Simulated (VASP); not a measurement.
# Ti (P6_3/mmc) in VASP: notebook

The runs below take Ti through single point, relaxation of cell and atoms, with PBEsol.

All numbers are computed with VASP 6.6.1; they aren't measurements. Logs are shortened: lines on timing, memory, paths and dates and some standing lists are left out, and cuts for length are marked.

### 1 The cell of the first run

It takes space group P6_3/mmc (No. 194, hexagonal). Conventional cell: a = 2.909 Å, b = 2.909 Å, c = 4.564 Å, α = 90.00°, β = 90.00°, γ = 120.00°. Ti (site symmetry -6m2) has 12 Ti at 2.83 to 2.91 Å within 3.7 Å.

### 2 Single point, PBEsol

INCAR

```
ALGO = Normal ; EDIFF = 1E-6
ENCUT = 520 ; GGA = PS
ISIF = 2 ; ISMEAR = 0
LASPH = True ; LCHARG = False
LREAL = False ; LWAVE = False
NBANDS = 19 ; NELM = 80
PREC = Accurate ; SIGMA = 0.05
```

KPOINTS

```
k-points
0
Gamma
  10 10 6
```

POSCAR

```
Ti
1.0
    2.9085022221      0.0000000000      0.0000000000
   -1.4542511111      2.5188368113      0.0000000000
    0.0000000000      0.0000000000      4.5643349951
Ti
2
Direct
    0.3333333333      0.6666666667      0.2500000000
    0.6666666667      0.3333333333      0.7500000000
```

Potentials or basis: VASP PAW PBE potentials, release 64 (Ti_sv).

Command:

```
> cat potpaw_PBE.64/Ti_sv/POTCAR > POTCAR
> mpirun -np 1 vasp_std > vasp.out
```

OUTCAR:

```text
EDIFF = 1E-6
   ENCUT = 520
   GGA = PS
   ISIF = 2
   ISMEAR = 0
   LASPH = True
   LREAL = False
   NELM = 80
   PREC = Accurate

 ion  position               nearest neighbor table
   1  0.333  0.667  0.250-   2 2.83   2 2.83   2 2.83   2 2.83   2 2.83   2 2.83
   2  0.667  0.333  0.750-   1 2.83   1 2.83   1 2.83   1 2.83   1 2.83   1 2.83

  LATTYP: Found a hexagonal cell.
 ALAT       =     2.9085022221
 C/A-ratio  =     1.5693077215

  Lattice vectors:

 A1 = (   2.9085022221,   0.0000000000,   0.0000000000)
 A2 = (  -1.4542511111,   2.5188368113,   0.0000000000)
 A3 = (   0.0000000000,   0.0000000000,   4.5643349951)

Analysis of symmetry for initial positions (statically):
=====================================================================
 Subroutine PRICEL returns:
 Original cell was already a primitive cell.

 Routine SETGRP: Setting up the symmetry group for a
 hexagonal supercell.

 Subroutine GETGRP returns: Found 24 space group operations
 (whereof 12 operations were pure point group operations)
 out of a pool of 24 trial point group operations.

The static configuration has the point symmetry D_3d.
 The point group associated with its full space group is D_6h.

Analysis of symmetry for dynamics (positions and initial velocities):
=====================================================================
 Subroutine PRICEL returns:
 Original cell was already a primitive cell.

 Routine SETGRP: Setting up the symmetry group for a
 hexagonal supercell.

 Subroutine GETGRP returns: Found 24 space group operations
 (whereof 12 operations were pure point group operations)
 out of a pool of 24 trial point group operations.

The dynamic configuration has the point symmetry D_3d.
 The point group associated with its full space group is D_6h.

 Subroutine INISYM returns: Found 24 space group operations
 (whereof 12 operations are pure point group operations),
 and found     1 'primitive' translations

----------------------------------------------------------------------------------------

                                     Primitive cell

  volume of cell :      33.4385

  direct lattice vectors                    reciprocal lattice vectors
     2.908502222  0.000000000  0.000000000     0.343819576  0.198504325  0.000000000
    -1.454251111  2.518836811  0.000000000     0.000000000  0.397008649  0.000000000
     0.000000000  0.000000000  4.564334995     0.000000000  0.000000000  0.219089966

  length of vectors
     2.908502222  2.908502222  4.564334995     0.397008649  0.397008649  0.219089966

  position of ions in fractional coordinates (direct lattice)
     0.333333333  0.666666667  0.250000000
     0.666666667  0.333333333  0.750000000

  ion indices of the primitive-cell ions
   primitive index   ion index
                 1           1
                 2           2

----------------------------------------------------------------------------------------

 KPOINTS: k-points

Automatic generation of k-mesh.
 Grid dimensions read from file:
 generate k-points for:   10   10    6

 Generating k-lattice:

  Cartesian coordinates                     Fractional coordinates (reciprocal lattice)
     0.034381958  0.019850432  0.000000000     0.100000000  0.000000000  0.000000000
     0.000000000  0.039700865  0.000000000     0.000000000  0.100000000  0.000000000
     0.000000000  0.000000000  0.036514994     0.000000000  0.000000000  0.166666667

  Length of vectors
     0.039700865  0.039700865  0.036514994

  Shift w.r.t. Gamma in fractional coordinates (k-lattice)
     0.000000000  0.000000000  0.000000000

 Subroutine IBZKPT returns following result:
 ===========================================

 Found     56 irreducible k-points:

 Following reciprocal coordinates:
            Coordinates               Weight
  0.000000  0.000000  0.000000      1.000000
  0.100000  0.000000  0.000000      6.000000
  0.200000  0.000000  0.000000      6.000000
  0.300000  0.000000  0.000000      6.000000
  0.400000  0.000000  0.000000      6.000000
  0.500000  0.000000  0.000000      3.000000
[... 16 lines left out ...]
  0.300000  0.100000  0.166667     24.000000
  0.400000  0.100000  0.166667     24.000000
 [... further k-points ...]
   k-points           NKPTS =     56   k-points in BZ     NKDIM =     56   number of bands    NBANDS=     19
   number of dos      NEDOS =    301   number of ions     NIONS =      2
   total plane-waves  NPLWV =  20736
   dimension x,y,z NGX =    24 NGY =   24 NGZ =   36
   dimension x,y,z NGXF=    48 NGYF=   48 NGZF=   72
   ions per type =               2
   NGX,Y,Z   is equivalent  to a cutoff of  13.72, 13.72, 13.11 a.u.
   NGXF,Y,Z  is equivalent  to a cutoff of  27.44, 27.44, 26.22 a.u.
 SYSTEM =  unknown system
   PREC   = accura    normal or accurate (medium, high low for compatibility)
   ISTART =      0    job   : 0-new  1-cont  2-samecut
   ICHARG =      2    charge: 1-file 2-atom 10-const
   ISPIN  =      1    spin polarized calculation?
   LNONCOLLINEAR =      F non collinear calculations
   LSORBIT =      F    spin-orbit coupling
   LASPH  =      T    aspherical Exc in radial PAW
   ENCUT  =  520.0 eV  38.22 Ry    6.18 a.u.   5.41  5.41  8.49*2*pi/ulx,y,z
   NELM   =     80;   NELMIN=  2; NELMDL= -5     # of ELM steps
   EDIFF  = 0.1E-05   stopping-criterion for ELM
   LREAL  =      F    real-space projection
   EDIFFG = 0.1E-04   stopping-criterion for IOM
   NSW    =      0    number of steps for IOM
   IBRION =     -1    ionic relax: 0-MD 1-quasi-New 2-CG
   NFREE  =      0    steps in history (QN), initial steepest desc. (CG)
   ISIF   =      2    stress and relaxation
   ISYM   =      2    0-nonsym 1-usesym 2-fastsym
   POTIM  = 0.5000    time-step for ionic-motion
   TEBEG  =    0.0;   TEEND  =   0.0 temperature during run
   PSTRESS=    0.0 pullay stress
   NELECT =      24.0000    total number of electrons
   NUPDOWN=      -1.0000    fix difference up-down
   EMIN   =  10.00;   EMAX   =-10.00  energy-range for DOS
   EFERMI =   0.00;   METHOD = LEGACY
   ISMEAR =     0;   SIGMA  =   0.05  broadening in eV -4-tet -1-fermi 0-gaus
   EFERMI_NEDOS =   21; number of points for ismear=-14 and -15
   IALGO  =     38    algorithm
   IMIX   =      4    mixing-type and parameters
     AMIX     =   0.40;   BMIX     =  1.00
     AMIX_MAG =   1.60;   BMIX_MAG =  1.00
  volume/ion in A,a.u.               =      16.72       112.83
  Fermi-wavevector in a.u.,A,eV,Ry     =   1.465760  2.769885 29.231478  2.148453
  Thomas-Fermi vector in A             =   2.581579
   LORBIT       =      0    0 simple, 1 ext, 2 COOP (PROOUT), +10 PAW based schemes
   GGA     = PS    functional components
   LHFCALC =     F    Hartree Fock is set to
   AEXX    =    0.0000 exact exchange contribution
   IVDW    =     0    specifies the selected vdW correction
   LEPSILON=     F    determine dielectric tensor
   LRPA    =     F    only Hartree local field effects (RPA)
 non-spin polarized calculation
 Gauss-broadening in eV      SIGMA  =   0.05
  energy-cutoff  :      520.00
  volume of cell :       33.44
 maximum number of plane-waves:       929
 NGX is ok and might be reduce to    24
   NGX = 11   NGY = 11   NGZ = 17

 number of electron      23.9999996 magnetization

 Free energy of the ion-electron system (eV)
  ---------------------------------------------------
  ext. energy  EPLUGINS =         0.00000000
  ---------------------------------------------------
  free energy    TOTEN  =       -16.67683481 eV

  energy without entropy =      -16.67380721  energy(sigma->0) =      -16.67532101

 E-fermi :   8.6100     XC(G=0): -11.8182

 val. band max:        8.5858936250   @ k =   0.3000   0.2000   0.5000
 cond. band min:       8.6437358910   @ k =   0.3000   0.2000   0.3333
 fundamental gap:      0.0578422660
 Fermi energy:         8.6100359166

 k-point     1 :       0.0000    0.0000    0.0000
  band No.  band energies     occupation
      1     -47.9515      2.00000
      2     -47.7831      2.00000
      3     -24.7027      2.00000
      4     -23.9624      2.00000
      5     -23.9624      2.00000
      6     -23.8758      2.00000
[... 11 lines left out ...]
     18      10.2520      0.00000
     19      11.9191      0.00000

 k-point     2 :       0.1000    0.0000    0.0000
  band No.  band energies     occupation
      1     -47.9401      2.00000
      2     -47.7790      2.00000
      3     -24.6777      2.00000
      4     -24.0120      2.00000
      5     -23.9792      2.00000
      6     -23.8940      2.00000
[... 11 lines left out ...]
     18      10.1292      0.00000
     19      12.0062      0.00000

 k-point     3 :       0.2000    0.0000    0.0000
  band No.  band energies     occupation
      1     -47.9092      2.00000
      2     -47.7690      2.00000
      3     -24.6075      2.00000
      4     -24.1434      2.00000
      5     -24.0252      2.00000
      6     -24.0213      2.00000
[... 11 lines left out ...]
     18      10.6354      0.00000
     19      12.1694      0.00000

 k-point     4 :       0.3000    0.0000    0.0000
  band No.  band energies     occupation
      1     -47.8681      2.00000
      2     -47.7594      2.00000
      3     -24.5071      2.00000
      4     -24.3077      2.00000
      5     -24.1799      2.00000
      6     -24.0708      2.00000
[... 407 lines left out ...]
     18      11.2051      0.00000
     19      12.1603      0.00000

 k-point    23 :       0.3000    0.1000    0.1667
  band No.  band energies     occupation
      1     -47.8369      2.00000
      2     -47.7622      2.00000
      3     -24.4918      2.00000
      4     -24.3354      2.00000
      5     -24.2540      2.00000
      6     -24.1040      2.00000
[... 11 lines left out ...]
     18      11.8085      0.00000
     19      12.3735      0.00000

 k-point    24 :       0.4000    0.1000    0.1667
  band No.  band energies     occupation
      1     -47.8091      2.00000
      2     -47.7614      2.00000
      3     -24.5207      2.00000
      4     -24.3846      2.00000
      5     -24.2685      2.00000
      6     -24.1281      2.00000
[... 11 lines left out ...]
     18      12.2104      0.00000
     19      12.9660      0.00000

 [... further k-points ...]

------------------------ aborting loop because EDIFF is reached ----------------------------------------

  FORCE on cell =-STRESS in cart. coord.  units (eV):
  Direction    XX          YY          ZZ          XY          YZ          ZX
  --------------------------------------------------------------------------------------
  -------------------------------------------------------------------------------------
  Total       -0.0561708     -0.0561708     -0.0523744      0.0000000      0.0000000      0.0000000
  in kB       -2.6913734     -2.6913734     -2.5094759      0.0000000      0.0000000      0.0000000
  external PRESSURE =      -2.6307409 kB  Pullay stress =       0.0000000 kB

 VOLUME and BASIS-vectors are now :
 -----------------------------------------------------------------------------
  energy-cutoff  :      520.00
  volume of cell :       33.44
      direct lattice vectors                 reciprocal lattice vectors
     2.908502222  0.000000000  0.000000000     0.343819576  0.198504325  0.000000000
    -1.454251111  2.518836811  0.000000000     0.000000000  0.397008649  0.000000000
     0.000000000  0.000000000  4.564334995     0.000000000  0.000000000  0.219089966

 POSITION                                       TOTAL-FORCE (eV/Angst)
 -----------------------------------------------------------------------------------
     -0.00000      1.67922      1.14108        -0.000000      0.000000      0.000000
      1.45425      0.83961      3.42325         0.000000      0.000000      0.000000
 -----------------------------------------------------------------------------------
    total drift:                               -0.000000      0.000000     -0.000000

  FREE ENERGIE OF THE ION-ELECTRON SYSTEM (eV)
  ---------------------------------------------------
  free  energy   TOTEN  =       -16.6768348143 eV

  energy  without entropy=      -16.6738072145  energy(sigma->0) =      -16.67532101
```

It took 37 s on 1 thread of Intel Xeon 8259CL, shared host; peak memory 0.17 GiB.

Results:

```
Free energy            : -16.6768 eV
Pressure               : -0.3 GPa
Band gap on the k mesh : zero (bands 12 and 13 overlap by 0.99 eV)
```

Caveat: the PAW data sets were made with another functional, which shifts forces and pressure a little.

### 3 Relaxation of cell and atoms, PBEsol

This run uses another cell than the first one, of 17.64 Å³/atom.

INCAR

```
SYSTEM = Ti
  ALGO = Normal
  EDIFF = 1E-6
  EDIFFG = -0.02
  ENCUT = 600
  GGA = PS
  IBRION = 2
  ISIF = 3
  ISMEAR = 0
  LASPH = .True.
  LCHARG = .False.
  LREAL = .False.
  LWAVE = .False.
  NELM = 60
  NSW = 80
  PREC = Accurate
  SIGMA = 0.05
```

KPOINTS

```
k-points
0
Gamma
  10 10 6
  0 0 0
```

POSCAR

```
Ti
1.0
    2.9500000000      0.0000000000      0.0000000000
   -1.4750000000      2.5547700000      0.0000000000
    0.0000000000      0.0000000000      4.6800000000
Ti
2
Direct
    0.3333333333      0.6666666667      0.2500000000
    0.6666666667      0.3333333333      0.7500000000
```

Potentials or basis: VASP PAW PBE potentials, release 64 (Ti_sv).

Command:

```
> cat potpaw_PBE.64/Ti_sv/POTCAR > POTCAR
> mpirun -np 1 vasp_std > vasp.out
```

It took 3.2 min on 1 thread of Intel Xeon 8259CL, shared host; peak memory 0.18 GiB.

It converged, with:

| Item | Value |
| --- | --- |
| Free energy | -16.6773 eV |
| Relaxed volume | 16.65 Å³/atom |
| Relaxed cell | a = 2.904 Å, b = 2.904 Å, c = 4.562 Å, α = 90.00°, β = 90.00°, γ = 120.00° |
| Space group after relaxing (to 0.1 Å) | P6_3/mmc (No. 194) |
| Energy gained by relaxing | 18.7 meV/atom |
| Ionic steps | 6 |
| Pressure after relaxing | 0.1 GPa |
| Band gap on the k mesh | zero (bands 12 and 13 overlap by 0.99 eV) |

Stress tensor (GPa, compression positive):
```
0.16 0.00 0.00
0.00 0.16 0.00
0.00 0.00 0.07
```

Step by step:
| step | energy change (eV) | largest force (eV/Å) | pressure (GPa) | volume (Å³) |
| --- | --- | --- | --- | --- |
| 1 | 0.0000 | 0.0000 | -5.87 | 35.27 |
| 2 | -0.0180 | 0.0000 | 4.87 | 32.07 |
| 3 | -0.0368 | 0.0000 | 0.00 | 33.36 |
| 4 | -0.0368 | 0.0000 | 0.11 | 33.32 |
| 5 | -0.0372 | 0.0000 | 0.11 | 33.31 |
| 6 | -0.0374 | 0.0000 | 0.13 | 33.31 |

Final structure:
```
Ti
1.0
     2.90357    0.00000    0.00000
    -1.45179    2.51456    0.00000
     0.00000    0.00000    4.56160
Ti
2
Cartesian
  0.0000 1.6764 1.1404
  1.4518 0.8382 3.4212
```

Levels at points of the mesh, in eV from the Fermi level:
```csv
k point,band 9,band 10,band 11,band 12,band 13,band 14,band 15,band 16
"(0.00, 0.00, 0.00)",-6.30,-2.79,0.79,0.79,0.98,0.98,1.34,1.34
"(0.50, 0.00, 0.00)",-2.41,-2.29,-1.95,-0.60,0.44,0.70,1.28,3.52
"(0.00, 0.00, 0.50)",-4.37,-4.37,0.13,0.13,0.68,0.68,0.68,0.68
"(0.50, 0.00, 0.50)",-2.66,-2.66,-0.84,-0.84,1.45,1.45,1.79,1.79
```

Caveat: the PAW data sets were made with another functional, which shifts forces and pressure a little.
